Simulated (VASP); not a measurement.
Au, 5 atoms in the cell. The cell holds a slab with vacuum, 5 atoms: a = 2.940 Å, b = 2.940 Å, c = 24.602 Å, α = 90.00°, β = 90.00°, γ = 120.00°. 

| Item | Value |
| --- | --- |
| Program | VASP 6.6.1 |
| Task | single point |
| Functional | PBE |
| Potentials or basis | VASP PAW PBE potentials, release 64 (Au) |
| Cutoff | 520 eV |
| k mesh | 12 × 12 × 1 |
| Occupations | gaussian, width 0.1 eV |
| Spin | no spin polarisation |
| Dipole correction | yes |
| Further INCAR settings | ALGO = Normal; EDIFF = 1e-06; NBANDS = 36 |

Potentials or basis: VASP PAW PBE potentials, release 64 (Au).

The run is started by

```sh
$ cat potpaw_PBE.64/Au/POTCAR > POTCAR
$ mpirun -np 1 vasp_std > vasp.out
```

Hardware: 1 thread of AMD EPYC 7R43 64-Core Processor (Zen 3), with other jobs on the host.

Task: How long does it take, and how much memory?

Result: Run time: 4.6 min on 1 thread of AMD EPYC 7R43 64-Core Processor (Zen 3) (shared host), peak memory 0.31 GiB. Counts: scf iterations 19, k points 19.
